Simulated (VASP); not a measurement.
# Na4H in VASP: further runs, part 2 of 2

VASP 6.6.1. Earlier steps stand in the parts before.

### 5 Single point, PBE

INCAR

```
SYSTEM = Na4H
PREC = Accurate
ENCUT = 400
EDIFF = 1E-6
ISMEAR = 0
SIGMA = 0.1
LREAL = .False.
LASPH = .True.
NELM = 120
ALGO = Normal
ISIF = 2
LWAVE = .False.
LCHARG = .False.
LDIPOL = .True.
IDIPOL = 3
DIPOL = 0.5 0.5 0.310
GGA = PE
NBANDS = 40
GGA_COMPAT = .False.
NELMDL = -8
```

KPOINTS

```
Automatic mesh
0
Gamma
  4 4 1
  0 0 0
```

POSCAR

```
Na4H
1.0
    7.2665054626      0.0000000000      0.0000000000
   -2.4221684875      6.8509270508      0.0000000000
    0.0000000000      0.0000000000     20.9665384335
Na H
8 2
Direct
    0.2500000000      0.2500000000      0.1907801811
    0.2500000000      0.7500000000      0.1907801811
    0.7500000000      0.2500000000      0.1907801811
    0.7500000000      0.7500000000      0.1907801811
    0.0000000000      0.0000000000      0.3322693660
    0.0000000000      0.5000000000      0.3322693660
    0.5000000000      0.0000000000      0.3322693660
    0.5000000000      0.5000000000      0.3322693660
    0.1219409038      0.3333333333      0.5039715291
    0.2113924295      0.3333333333      0.5039715291
```

Potentials or basis: VASP PAW PBE potentials, release 64 (Na_pv, H).

Command:

```console
> cat potpaw_PBE.64/Na_pv/POTCAR potpaw_PBE.64/H/POTCAR > POTCAR
> mpirun -np 1 vasp_std > vasp.out
```

OUTCAR:

```text
SYSTEM = Na4H
   PREC = Accurate
   ENCUT = 400
   EDIFF = 1E-6
   ISMEAR = 0
   LREAL = .False.
   LASPH = .True.
   NELM = 120
   ISIF = 2
   GGA = PE
   NELMDL = -8

 ion  position               nearest neighbor table
   1  0.250  0.250  0.191-
   2  0.250  0.750  0.191-
   3  0.750  0.250  0.191-
   4  0.750  0.750  0.191-
   5  0.000  0.000  0.332-
   6  0.000  0.500  0.332-
   7  0.500  0.000  0.332-
   8  0.500  0.500  0.332-
   9  0.122  0.333  0.504-  10 0.65
  10  0.211  0.333  0.504-   9 0.65

  LATTYP: Found a base centered orthorhombic cell.
 ALAT       =     8.3906377698
 B/A-ratio  =     1.4142135624
 C/A-ratio  =     2.4988015225

  Lattice vectors:

 A1 = (   7.2665054626,   0.0000000000,   0.0000000000)
 A2 = (  -2.4221684875,   6.8509270508,   0.0000000000)
 A3 = (   0.0000000000,   0.0000000000,  20.9665384335)

Analysis of symmetry for initial positions (statically):
=====================================================================
 Subroutine PRICEL returns:
 Original cell was already a primitive cell.

 Routine SETGRP: Setting up the symmetry group for a
 base centered orthorhombic supercell.

 Subroutine GETGRP returns: Found  1 space group operations
 (whereof  1 operations were pure point group operations)
 out of a pool of  8 trial point group operations.

The static configuration has the point symmetry C_1 .

Analysis of symmetry for dynamics (positions and initial velocities):
=====================================================================
 Subroutine PRICEL returns:
 Original cell was already a primitive cell.

 Routine SETGRP: Setting up the symmetry group for a
 base centered orthorhombic supercell.

 Subroutine GETGRP returns: Found  1 space group operations
 (whereof  1 operations were pure point group operations)
 out of a pool of  8 trial point group operations.

The dynamic configuration has the point symmetry C_1 .

 Subroutine INISYM returns: Found  1 space group operations
 (whereof  1 operations are pure point group operations),
 and found     1 'primitive' translations

----------------------------------------------------------------------------------------

                                     Primitive cell

  volume of cell :    1043.7625

  direct lattice vectors                    reciprocal lattice vectors
     7.266505463  0.000000000  0.000000000     0.137617732  0.048655216  0.000000000
    -2.422168488  6.850927051  0.000000000     0.000000000  0.145965647  0.000000000
     0.000000000  0.000000000 20.966538433     0.000000000  0.000000000  0.047695045

  length of vectors
     7.266505463  7.266505463 20.966538433     0.145965647  0.145965647  0.047695045

  position of ions in fractional coordinates (direct lattice)
     0.250000000  0.250000000  0.190780181
     0.250000000  0.750000000  0.190780181
     0.750000000  0.250000000  0.190780181
     0.750000000  0.750000000  0.190780181
[... 56 lines left out ...]
 -0.250000  0.250000  0.000000      2.000000
  0.500000  0.500000  0.000000      1.000000
   k-points           NKPTS =     10   k-points in BZ     NKDIM =     10   number of bands    NBANDS=     40
   number of dos      NEDOS =    301   number of ions     NIONS =     10
   total plane-waves  NPLWV = 322560
   dimension x,y,z NGX =    48 NGY =   48 NGZ =  140
   dimension x,y,z NGXF=    96 NGYF=   96 NGZF=  280
   ions per type =               8   2
   NGX,Y,Z   is equivalent  to a cutoff of  10.98, 10.98, 11.10 a.u.
   NGXF,Y,Z  is equivalent  to a cutoff of  21.96, 21.96, 22.20 a.u.
 SYSTEM =  Na4H
   PREC   = accura    normal or accurate (medium, high low for compatibility)
   ISTART =      0    job   : 0-new  1-cont  2-samecut
   ICHARG =      2    charge: 1-file 2-atom 10-const
   ISPIN  =      1    spin polarized calculation?
   LNONCOLLINEAR =      F non collinear calculations
   LSORBIT =      F    spin-orbit coupling
   LASPH  =      T    aspherical Exc in radial PAW
   ENCUT  =  400.0 eV  29.40 Ry    5.42 a.u.  11.85 11.85 34.19*2*pi/ulx,y,z
   NELM   =    120;   NELMIN=  2; NELMDL= -8     # of ELM steps
   EDIFF  = 0.1E-05   stopping-criterion for ELM
   LREAL  =      F    real-space projection
   EDIFFG = 0.1E-04   stopping-criterion for IOM
   NSW    =      0    number of steps for IOM
   IBRION =     -1    ionic relax: 0-MD 1-quasi-New 2-CG
   NFREE  =      0    steps in history (QN), initial steepest desc. (CG)
   ISIF   =      2    stress and relaxation
   ISYM   =      2    0-nonsym 1-usesym 2-fastsym
   POTIM  = 0.5000    time-step for ionic-motion
   TEBEG  =    0.0;   TEEND  =   0.0 temperature during run
   PSTRESS=    0.0 pullay stress
   NELECT =      58.0000    total number of electrons
   NUPDOWN=      -1.0000    fix difference up-down
   EMIN   =  10.00;   EMAX   =-10.00  energy-range for DOS
   EFERMI =   0.00;   METHOD = LEGACY
   ISMEAR =     0;   SIGMA  =   0.10  broadening in eV -4-tet -1-fermi 0-gaus
   EFERMI_NEDOS =   21; number of points for ismear=-14 and -15
   IALGO  =     38    algorithm
   IMIX   =      4    mixing-type and parameters
     AMIX     =   0.40;   BMIX     =  1.00
     AMIX_MAG =   1.60;   BMIX_MAG =  1.00
  volume/ion in A,a.u.               =     104.38       704.37
  Fermi-wavevector in a.u.,A,eV,Ry     =   0.624717  1.180545  5.309971  0.390272
  Thomas-Fermi vector in A             =   1.685372
   LORBIT       =      0    0 simple, 1 ext, 2 COOP (PROOUT), +10 PAW based schemes
   GGA     = PE    functional components
   LHFCALC =     F    Hartree Fock is set to
   AEXX    =    0.0000 exact exchange contribution
   IVDW    =     0    specifies the selected vdW correction
   LEPSILON=     F    determine dielectric tensor
   LRPA    =     F    only Hartree local field effects (RPA)
 non-spin polarized calculation
 Gauss-broadening in eV      SIGMA  =   0.10
  energy-cutoff  :      400.00
  volume of cell :     1043.76
 maximum number of plane-waves:     19038
   NGX = 23   NGY = 23   NGZ = 69

 dipolmoment           0.000000      0.000000      0.000211 electrons x Angstroem

 number of electron      57.9999955 magnetization

 dipolmoment           0.000000      0.000000     -0.017525 electrons x Angstroem

 Free energy of the ion-electron system (eV)
  ---------------------------------------------------
  ext. energy  EPLUGINS =         0.00000000
  ---------------------------------------------------
  free energy    TOTEN  =       -15.75516160 eV

  energy without entropy =      -15.72793715  energy(sigma->0) =      -15.74154937

 E-fermi :  -1.8323     XC(G=0):  -2.6856

 val. band max:       -1.9335745894   @ k =   0.5000   0.5000   0.0000
 cond. band min:      -1.7979117331   @ k =   0.0000   0.2500   0.0000
 fundamental gap:      0.1356628563
 Fermi energy:        -1.8322800229

 k-point     1 :       0.0000    0.0000    0.0000
  band No.  band energies     occupation
      1     -27.0561      2.00000
      2     -27.0538      2.00000
      3     -27.0520      2.00000
      4     -27.0514      2.00000
      5     -27.0500      2.00000
      6     -27.0495      2.00000
[... 419 lines left out ...]
     39       1.2779      0.00000
     40       1.2804      0.00000

------------------------ aborting loop because EDIFF is reached ----------------------------------------

 vacuum level on the upper side and lower side of the slab       (xc-potential included)        -0.056        -0.044

  FORCE on cell =-STRESS in cart. coord.  units (eV):
  Direction    XX          YY          ZZ          XY          YZ          ZX
  --------------------------------------------------------------------------------------
  -------------------------------------------------------------------------------------
  Total        1.8248369     -1.6126965     -0.2568818     -0.3692281     -0.0045398     -0.0057470
  in kB        2.8011280     -2.4754921     -0.3943141     -0.5667658     -0.0069685     -0.0088216
  external PRESSURE =      -0.0228927 kB  Pullay stress =       0.0000000 kB

 VOLUME and BASIS-vectors are now :
 -----------------------------------------------------------------------------
  energy-cutoff  :      400.00
  volume of cell :     1043.76
      direct lattice vectors                 reciprocal lattice vectors
     7.266505463  0.000000000  0.000000000     0.137617732  0.048655216  0.000000000
    -2.422168488  6.850927051  0.000000000     0.000000000  0.145965647  0.000000000
     0.000000000  0.000000000 20.966538433     0.000000000  0.000000000  0.047695045

 POSITION                                       TOTAL-FORCE (eV/Angst)
 -----------------------------------------------------------------------------------
      1.21108      1.71273      4.00000         0.001194     -0.000601     -0.007336
      0.00000      5.13820      4.00000         0.000318      0.001103     -0.009267
      4.84434      1.71273      4.00000        -0.001131     -0.000519     -0.010021
      3.63325      5.13820      4.00000        -0.000331     -0.000006     -0.011750
      0.00000      0.00000      6.96654        -0.000842     -0.007325      0.002046
     -1.21108      3.42546      6.96654        -0.007269      0.004898     -0.001683
      3.63325      0.00000      6.96654         0.001462      0.000277      0.006174
      2.42217      3.42546      6.96654         0.008159      0.003440     -0.000858
      0.07869      2.28364     10.56654        -4.879715      0.000138      0.018746
      0.72869      2.28364     10.56654         4.878155     -0.001405      0.013949
 -----------------------------------------------------------------------------------
    total drift:                                0.000025     -0.000019     -0.001699

  FREE ENERGIE OF THE ION-ELECTRON SYSTEM (eV)
  ---------------------------------------------------
  free  energy   TOTEN  =       -15.7551616015 eV

  energy  without entropy=      -15.7279371476  energy(sigma->0) =      -15.74154937

 vacuum level on the upper side and lower side of the slab         0.936         0.982
```

Run time: 7.4 min. Hardware: 1 thread of AMD EPYC 9755, shared host; peak memory 0.72 GiB.

What came out:

```yaml
Free_energy: -15.7552 eV
Largest_force: 4.880 eV/Å
Band_gap_on_the_k_mesh: zero (bands 29 and 30 overlap by 0.77 eV)
```

Forces on the atoms (eV/Å):
```
Na   0.001 -0.001 -0.007
Na   0.000  0.001 -0.009
Na  -0.001 -0.001 -0.010
Na   0.000  0.000 -0.012
Na  -0.001 -0.007  0.002
Na  -0.007  0.005 -0.002
Na   0.001  0.000  0.006
Na   0.008  0.003 -0.001
H   -4.880  0.000  0.019
H    4.878 -0.001  0.014
```

### 6 The runs side by side

```csv
cell,gap on the mesh (eV),largest force (eV/Å)
"as given, atomic positions A",none,5.05
"as given, atomic positions B",none,4.99
"as given, atomic positions C",none,4.90
"as given, atomic positions D",none,4.88
```

Alike in all rows: task single point; level PBE; potentials or basis VASP PAW PBE potentials, release 64 (Na_pv, H); no spin polarisation; k mesh 4 × 4 × 1; cutoff (eV) 400; smearing gaussian 0.1 eV.

Total energies depend on the potentials used, so only differences within one code and one set of settings carry meaning.

The gap in the log of VASP goes by the Fermi energy; the results here count the filled bands.